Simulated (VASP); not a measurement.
# C (P6/mmm) in VASP: a series of runs

Runs on C. Level: PBEsol. Tasks: single point.

Program: VASP 6.6.1. These are calculated values, not measurements. Logs are shortened: lines on timing, memory, paths and dates and some standing lists are left out, and cuts for length are marked.

## Step 1: The cell of the first run

It takes space group P6/mmm (No. 191, hexagonal). The conventional cell has a = 1.660 Å, b = 1.660 Å, c = 1.448 Å, α = 90.00°, β = 90.00°, γ = 120.00°. Within 1.9 Å of C (site symmetry 6/mmm) lie 8 C at 1.45 to 1.66 Å.

## Step 2: Single point, PBEsol

File INCAR:

```
SYSTEM = C
PREC = Accurate
ENCUT = 600
EDIFF = 1E-6
ISMEAR = -1
SIGMA = 0.08
LREAL = .False.
LASPH = .True.
NELM = 120
ALGO = Normal
ISIF = 2
LWAVE = .False.
LCHARG = .False.
GGA = PS
NBANDS = 8
GGA_COMPAT = .False.
```

File KPOINTS:

```
regular mesh
0
Gamma
  27 27 25
  0 0 0
```

File POSCAR:

```
C
1.0
    1.6604358483      0.0000000000      0.0000000000
   -0.8302179242      1.4379796260      0.0000000000
    0.0000000000      0.0000000000      1.4482572306
C
1
Direct
    0.0000000000      0.0000000000      0.0000000000
```

Potentials or basis: VASP PAW PBE potentials, release 64 (C).

On the command line:

```
> cat potpaw_PBE.64/C/POTCAR > POTCAR
> mpirun -np 1 vasp_std > vasp.out
```

OUTCAR:

```text
SYSTEM = C
   PREC = Accurate
   ENCUT = 600
   EDIFF = 1E-6
   ISMEAR = -1
   LREAL = .False.
   LASPH = .True.
   NELM = 120
   ISIF = 2
   GGA = PS

 ion  position               nearest neighbor table
   1  0.000  0.000  0.000-

  LATTYP: Found a hexagonal cell.
 ALAT       =     1.6604358483
 C/A-ratio  =     0.8722151067

  Lattice vectors:

 A1 = (   1.6604358483,   0.0000000000,   0.0000000000)
 A2 = (  -0.8302179242,   1.4379796260,   0.0000000000)
 A3 = (   0.0000000000,   0.0000000000,   1.4482572306)

Analysis of symmetry for initial positions (statically):
=====================================================================
 Subroutine PRICEL returns:
 Original cell was already a primitive cell.

 Routine SETGRP: Setting up the symmetry group for a
 hexagonal supercell.

 Subroutine GETGRP returns: Found 24 space group operations
 (whereof 24 operations were pure point group operations)
 out of a pool of 24 trial point group operations.

The static configuration has the point symmetry D_6h.

Analysis of symmetry for dynamics (positions and initial velocities):
=====================================================================
 Subroutine PRICEL returns:
 Original cell was already a primitive cell.

 Routine SETGRP: Setting up the symmetry group for a
 hexagonal supercell.

 Subroutine GETGRP returns: Found 24 space group operations
 (whereof 24 operations were pure point group operations)
 out of a pool of 24 trial point group operations.

The dynamic configuration has the point symmetry D_6h.

 Subroutine INISYM returns: Found 24 space group operations
 (whereof 24 operations are pure point group operations),
 and found     1 'primitive' translations

----------------------------------------------------------------------------------------

                                     Primitive cell

  volume of cell :       3.4580

  direct lattice vectors                    reciprocal lattice vectors
     1.660435848  0.000000000  0.000000000     0.602251512  0.347710073  0.000000000
    -0.830217924  1.437979626  0.000000000     0.000000000  0.695420145  0.000000000
     0.000000000  0.000000000  1.448257231     0.000000000  0.000000000  0.690485073

  length of vectors
     1.660435848  1.660435848  1.448257231     0.695420145  0.695420145  0.690485073

  position of ions in fractional coordinates (direct lattice)
     0.000000000  0.000000000  0.000000000

  ion indices of the primitive-cell ions
   primitive index   ion index
                 1           1

----------------------------------------------------------------------------------------

 KPOINTS: regular mesh

Automatic generation of k-mesh.
 Grid dimensions read from file:
 generate k-points for:   27   27   25

 Generating k-lattice:

  Cartesian coordinates                     Fractional coordinates (reciprocal lattice)
     0.022305612  0.012878151  0.000000000     0.037037037  0.000000000  0.000000000
     0.000000000  0.025756302  0.000000000     0.000000000  0.037037037  0.000000000
     0.000000000  0.000000000  0.027619403     0.000000000  0.000000000  0.040000000

  Length of vectors
     0.025756302  0.025756302  0.027619403

  Shift w.r.t. Gamma in fractional coordinates (k-lattice)
     0.000000000  0.000000000  0.000000000

 Subroutine IBZKPT returns following result:
 ===========================================

 Found    975 irreducible k-points:

 Following reciprocal coordinates:
            Coordinates               Weight
  0.000000  0.000000  0.000000      1.000000
  0.037037  0.000000  0.000000      6.000000
  0.074074  0.000000  0.000000      6.000000
  0.111111  0.000000  0.000000      6.000000
  0.148148  0.000000  0.000000      6.000000
  0.185185  0.000000  0.000000      6.000000
[... 16 lines left out ...]
  0.333333  0.037037  0.000000     12.000000
  0.370370  0.037037  0.000000     12.000000
 [... further k-points ...]
   k-points           NKPTS =    975   k-points in BZ     NKDIM =    975   number of bands    NBANDS=      8
   number of dos      NEDOS =    301   number of ions     NIONS =      1
   total plane-waves  NPLWV =   2352
   dimension x,y,z NGX =    14 NGY =   14 NGZ =   12
   dimension x,y,z NGXF=    28 NGYF=   28 NGZF=   24
   ions per type =               1
   NGX,Y,Z   is equivalent  to a cutoff of  14.02, 14.02, 13.77 a.u.
   NGXF,Y,Z  is equivalent  to a cutoff of  28.03, 28.03, 27.55 a.u.
 SYSTEM =  C
   PREC   = accura    normal or accurate (medium, high low for compatibility)
   ISTART =      0    job   : 0-new  1-cont  2-samecut
   ICHARG =      2    charge: 1-file 2-atom 10-const
   ISPIN  =      1    spin polarized calculation?
   LNONCOLLINEAR =      F non collinear calculations
   LSORBIT =      F    spin-orbit coupling
   LASPH  =      T    aspherical Exc in radial PAW
   ENCUT  =  600.0 eV  44.10 Ry    6.64 a.u.   3.32  3.32  2.89*2*pi/ulx,y,z
   NELM   =    120;   NELMIN=  2; NELMDL= -5     # of ELM steps
   EDIFF  = 0.1E-05   stopping-criterion for ELM
   LREAL  =      F    real-space projection
   EDIFFG = 0.1E-04   stopping-criterion for IOM
   NSW    =      0    number of steps for IOM
   IBRION =     -1    ionic relax: 0-MD 1-quasi-New 2-CG
   NFREE  =      0    steps in history (QN), initial steepest desc. (CG)
   ISIF   =      2    stress and relaxation
   ISYM   =      2    0-nonsym 1-usesym 2-fastsym
   POTIM  = 0.5000    time-step for ionic-motion
   TEBEG  =    0.0;   TEEND  =   0.0 temperature during run
   PSTRESS=    0.0 pullay stress
   NELECT =       4.0000    total number of electrons
   NUPDOWN=      -1.0000    fix difference up-down
   EMIN   =  10.00;   EMAX   =-10.00  energy-range for DOS
   EFERMI =   0.00;   METHOD = LEGACY
   ISMEAR =    -1;   SIGMA  =   0.08  broadening in eV -4-tet -1-fermi 0-gaus
   EFERMI_NEDOS =   21; number of points for ismear=-14 and -15
   IALGO  =     38    algorithm
   IMIX   =      4    mixing-type and parameters
     AMIX     =   0.40;   BMIX     =  1.00
     AMIX_MAG =   1.60;   BMIX_MAG =  1.00
  volume/ion in A,a.u.               =       3.46        23.34
  Fermi-wavevector in a.u.,A,eV,Ry     =   1.718520  3.247532 40.182246  2.953312
  Thomas-Fermi vector in A             =   2.795318
   LORBIT       =      0    0 simple, 1 ext, 2 COOP (PROOUT), +10 PAW based schemes
   GGA     = PS    functional components
   LHFCALC =     F    Hartree Fock is set to
   AEXX    =    0.0000 exact exchange contribution
   IVDW    =     0    specifies the selected vdW correction
   LEPSILON=     F    determine dielectric tensor
   LRPA    =     F    only Hartree local field effects (RPA)
 non-spin polarized calculation
  energy-cutoff  :      600.00
  volume of cell :        3.46
 maximum number of plane-waves:       131
 NGX is ok and might be reduce to    14

 number of electron       3.9999999 magnetization

 Free energy of the ion-electron system (eV)
  ---------------------------------------------------
  ext. energy  EPLUGINS =         0.00000000
  ---------------------------------------------------
  free energy    TOTEN  =        -5.16455875 eV

  energy without entropy =       -5.16196696  energy(sigma->0) =       -5.16326285

 E-fermi :  20.0465     XC(G=0): -16.4738

 val. band max:       20.0366654187   @ k =   0.4074   0.1481   0.0400
 cond. band min:      20.0536068742   @ k =   0.3333   0.1852   0.2400
 fundamental gap:      0.0169414555
 Fermi energy:        20.0464593079

 k-point     1 :       0.0000    0.0000    0.0000
  band No.  band energies     occupation
      1     -10.7796      2.00000
      2      33.9241      0.00000
      3      33.9241      0.00000
      4      38.1204      0.00000
      5      54.7834      0.00000
      6      60.1504      0.00000
      7      60.1504      0.00000
      8      65.7972      0.00000

 k-point     2 :       0.0370    0.0000    0.0000
  band No.  band energies     occupation
      1     -10.7006      2.00000
      2      33.5256      0.00000
      3      33.7497      0.00000
      4      38.1811      0.00000
      5      55.0508      0.00000
      6      58.5658      0.00000
      7      60.5086      0.00000
      8      67.8536      0.00000

 k-point     3 :       0.0741    0.0000    0.0000
  band No.  band energies     occupation
      1     -10.4635      2.00000
      2      32.3869      0.00000
      3      33.2576      0.00000
      4      38.3619      0.00000
      5      55.1946      0.00000
      6      56.6946      0.00000
      7      61.5520      0.00000
      8      71.7081      0.00000

 k-point     4 :       0.1111    0.0000    0.0000
  band No.  band energies     occupation
      1     -10.0687      2.00000
      2      30.6443      0.00000
      3      32.5236      0.00000
      4      38.6585      0.00000
      5      53.1930      0.00000
      6      57.6368      0.00000
      7      63.2007      0.00000
      8      72.2183      0.00000

 k-point     5 :       0.1481    0.0000    0.0000
  band No.  band energies     occupation
      1      -9.5165      2.00000
      2      28.4594      0.00000
      3      31.6398      0.00000
      4      39.0635      0.00000
      5      51.1582      0.00000
      6      59.3301      0.00000
      7      65.3580      0.00000
      8      71.9150      0.00000
[... 177 lines left out ...]
 k-point    22 :       0.2963    0.0370    0.0000
  band No.  band energies     occupation
      1      -5.0581      2.00000
      2      16.6005      2.00000
      3      27.1498      0.00000
      4      41.8349      0.00000
      5      46.2249      0.00000
      6      68.4852      0.00000
      7      70.8705      0.00000
      8      79.6701      0.00000

 k-point    23 :       0.3333    0.0370    0.0000
  band No.  band energies     occupation
      1      -3.6789      2.00000
      2      13.9872      2.00000
      3      26.4959      0.00000
      4      42.4865      0.00000
      5      45.6386      0.00000
      6      69.0744      0.00000
      7      72.5764      0.00000
      8      80.7699      0.00000

 k-point    24 :       0.3704    0.0370    0.0000
  band No.  band energies     occupation
      1      -2.1823      2.00000
      2      11.5055      2.00000
      3      25.9768      0.00000
      4      43.0697      0.00000
      5      45.2034      0.00000
      6      69.0375      0.00000
      7      74.8218      0.00000
      8      79.1992      0.00000

 [... further k-points ...]
[... 5 lines left out ...]
  --------------------------------------------------------------------------------------
  -------------------------------------------------------------------------------------
  Total        8.4503270      8.4503270      8.4802311     -0.0000000      0.0000000      0.0000000
  in kB     3915.2865935   3915.2865936   3929.1420645     -0.0000001      0.0000000      0.0000000
  external PRESSURE =    3919.9050839 kB  Pullay stress =       0.0000000 kB

 VOLUME and BASIS-vectors are now :
 -----------------------------------------------------------------------------
  energy-cutoff  :      600.00
  volume of cell :        3.46
      direct lattice vectors                 reciprocal lattice vectors
     1.660435848  0.000000000  0.000000000     0.602251512  0.347710073  0.000000000
    -0.830217924  1.437979626  0.000000000     0.000000000  0.695420145  0.000000000
     0.000000000  0.000000000  1.448257231     0.000000000  0.000000000  0.690485073

 POSITION                                       TOTAL-FORCE (eV/Angst)
 -----------------------------------------------------------------------------------
      0.00000      0.00000      0.00000         0.000000      0.000000      0.000000
 -----------------------------------------------------------------------------------
    total drift:                               -0.000000     -0.000000      0.000000

  FREE ENERGIE OF THE ION-ELECTRON SYSTEM (eV)
  ---------------------------------------------------
  free  energy   TOTEN  =        -5.1645587458 eV

  energy  without entropy=       -5.1619669623  energy(sigma->0) =       -5.16326285
```

Run time: 46 s. Hardware: 1 thread of Intel Xeon 8259CL, shared host; peak memory 0.13 GiB.

Results:

```yaml
Free_energy: -5.1646 eV
Pressure: 392.0 GPa
Band_gap_on_the_k_mesh: zero (band 2 reaches 34.23 eV, above the bottom of band 3 at 11.75 eV)
```

Stress tensor (GPa, compression positive):
```
391.53   0.00   0.00
  0.00 391.53   0.00
  0.00   0.00 392.91
```

Caveat: the PAW data sets were made with another functional, which shifts forces and pressure a little.

## Step 3: Single point, PBEsol

File INCAR:

```
ALGO = Normal
EDIFF = 1E-6
ENCUT = 600
GGA = PS
GGA_COMPAT = False
ISIF = 2
ISMEAR = -1
LASPH = True
LCHARG = False
LREAL = False
LWAVE = False
NBANDS = 8
NELM = 120
PREC = Accurate
SIGMA = 0.08
```

File KPOINTS:

```
k-points
0
Gamma
  27 27 25
```

File POSCAR:

```
C
1.0
    1.6606469035      0.0000000000      0.0000000000
   -0.8303234518      1.4381624051      0.0000000000
    0.0000000000      0.0000000000      1.4484858451
C
1
Direct
    0.0000000000      0.0000000000      0.0000000000
```

Potentials or basis: VASP PAW PBE potentials, release 64 (C).

On the command line:

```
> cat potpaw_PBE.64/C/POTCAR > POTCAR
> mpirun -np 1 vasp_std > vasp.out
```

It took 46 s on 1 thread of Intel Xeon 8259CL, shared host; peak memory 0.13 GiB.

The run converged. Its results:

```yaml
Free_energy: -5.1681 eV
Pressure: 391.3 GPa
Band_gap_on_the_k_mesh: zero (band 2 reaches 34.21 eV, above the bottom of band 3 at 11.74 eV)
```

Stress tensor (GPa, compression positive):
```
390.95   0.00   0.00
  0.00 390.95   0.00
  0.00   0.00 392.03
```

Levels at points of the mesh, in eV from the Fermi level:
| k point | band 1 | band 2 | band 3 | band 4 | band 5 |
| --- | --- | --- | --- | --- | --- |
| (0.00, 0.00, 0.00) | -30.82 | 13.87 | 13.87 | 18.07 | 34.73 |

Caveat: the PAW data sets were made with another functional, which shifts forces and pressure a little.

## Step 4: Single point, PBEsol

This run uses another cell than the first one: it holds 3 atoms, not 1.

File INCAR:

```
SYSTEM = C
  PREC = Accurate
  ENCUT = 600
  EDIFF = 1E-6
  ISMEAR = -1
  SIGMA = 0.08
  LREAL = .False.
  LASPH = .True.
  NELM = 120
  ALGO = Normal
  ISIF = 2
  LWAVE = .False.
  LCHARG = .True.
  GGA = PS
  LELF = .True.
  LVHAR = .True.
  NBANDS = 13
  GGA_COMPAT = .False.
```

File KPOINTS:

```
Automatic mesh
0
Gamma
  14 14 19
  0 0 0
```

File POSCAR:

```
C
1.0
    3.1463045280      0.0000000000      0.0000000000
   -1.5731522640      2.7247796493      0.0000000000
    0.0000000000      0.0000000000      1.3029508793
C
3
Direct
    0.0000000000      0.0000000000      0.0000000000
    0.3333333333      0.6666666667      0.5000000000
    0.6666666667      0.3333333333      0.5000000000
```

On the command line:

```
> cat potpaw_PBE.64/C/POTCAR > POTCAR
> mpirun -np 1 vasp_std > vasp.out
```

It took 69 s on 1 thread of Intel Xeon 8259CL, shared host; peak memory 0.14 GiB.

Results (log left out):

- Free energy: -12.5955 eV
- Pressure: 390.4 GPa
- Band gap on the k mesh: zero (band 6 reaches 21.39 eV, above the bottom of band 7 at 5.90 eV)

Stress tensor (GPa, compression positive):
```
390.57   0.00   0.00
  0.00 390.57   0.00
  0.00   0.00 389.95
```

Levels at points of the mesh, in eV from the Fermi level:
```
           k point  band 4  band 5  band 6  band 7  band 8  band 9
(0.00, 0.00, 0.00)  -13.59  -13.59  -13.19  -12.74    6.50    6.50
(0.50, 0.00, 0.00)  -16.50   -3.52   -3.39   -1.61   -1.24    0.48
```

Caveat: the PAW data sets were made with another functional, which shifts forces and pressure a little.

## Step 5: Single point, PBEsol

This run uses another cell than the first one: it holds 3 atoms, not 1.

File INCAR:

```
PREC     = Accurate       # precision mode
ENCUT    = 600            # plane-wave cutoff, eV
EDIFF    = 1E-6           # SCF threshold, eV
ISMEAR   = -1             # smearing method
SIGMA    = 0.08           # smearing width, eV
LREAL    = F              # projectors in reciprocal space
LASPH    = T              # aspherical terms in the spheres
NELM     = 120            # most SCF steps
ALGO     = Normal         # electronic algorithm
ISIF     = 2              # what is computed and relaxed
LWAVE    = F              # write WAVECAR
LCHARG   = F              # write CHGCAR
GGA      = PS             # functional
NBANDS   = 13             # bands
GGA_COMPAT= F
```

File KPOINTS:

```
Automatic mesh
0
Gamma
  14 14 19
```

File POSCAR:

```
C
1.0
    3.1463004285      0.0000000000      0.0000000000
   -1.5731502142      2.7247760990      0.0000000000
    0.0000000000      0.0000000000      1.3025371651
C
3
Direct
    0.0000000000      0.0000000000      0.0000000000
    0.3333333333      0.6666666667      0.5000000000
    0.6666666667      0.3333333333      0.5000000000
```

On the command line:

```
> cat potpaw_PBE.64/C/POTCAR > POTCAR
> mpirun -np 1 vasp_std > vasp.out
```

Run time: 63 s. Hardware: 1 thread of Intel Xeon 8259CL, shared host; peak memory 0.14 GiB.

It converged, with:

```yaml
Free_energy: -12.5868 eV
Pressure: 391.0 GPa
Band_gap_on_the_k_mesh: zero (band 6 reaches 21.41 eV, above the bottom of band 7 at 5.90 eV)
```

Stress tensor (GPa, compression positive):
```
390.93   0.00   0.00
  0.00 390.93   0.00
  0.00   0.00 391.27
```

Levels at points of the mesh, in eV from the Fermi level:
```csv
k point,band 4,band 5,band 6,band 7,band 8,band 9
"(0.00, 0.00, 0.00)",-13.60,-13.60,-13.19,-12.74,6.49,6.49
"(0.50, 0.00, 0.00)",-16.50,-3.52,-3.40,-1.62,-1.25,0.48
```

Caveat: the PAW data sets were made with another functional, which shifts forces and pressure a little.

## Step 6: Overview

| cell | k mesh | gap on the mesh (eV) | pressure (GPa) |
| --- | --- | --- | --- |
| a = 1.660, b = 1.660, c = 1.448 Å, angles 90.0, 90.0, 120.0°, 1 atom | 27 × 27 × 25 | none | 392.0 |
| a = 1.661, b = 1.661, c = 1.448 Å, angles 90.0, 90.0, 120.0°, 1 atom | 27 × 27 × 25 | none | 391.3 |
| a = 3.146, b = 3.146, c = 1.303 Å, angles 90.0, 90.0, 120.0°, 3 atoms | 14 × 14 × 19 | none | 391.0 |

Alike in all rows: task single point; level PBEsol; potentials or basis VASP PAW PBE potentials, release 64 (C); no spin polarisation; cutoff (eV) 600; smearing fermi-dirac 0.08 eV.

Caveats: the PAW data sets were made with another functional, which shifts forces and pressure a little.

Total energies depend on the potentials used, so only differences within one code and one set of settings carry meaning.
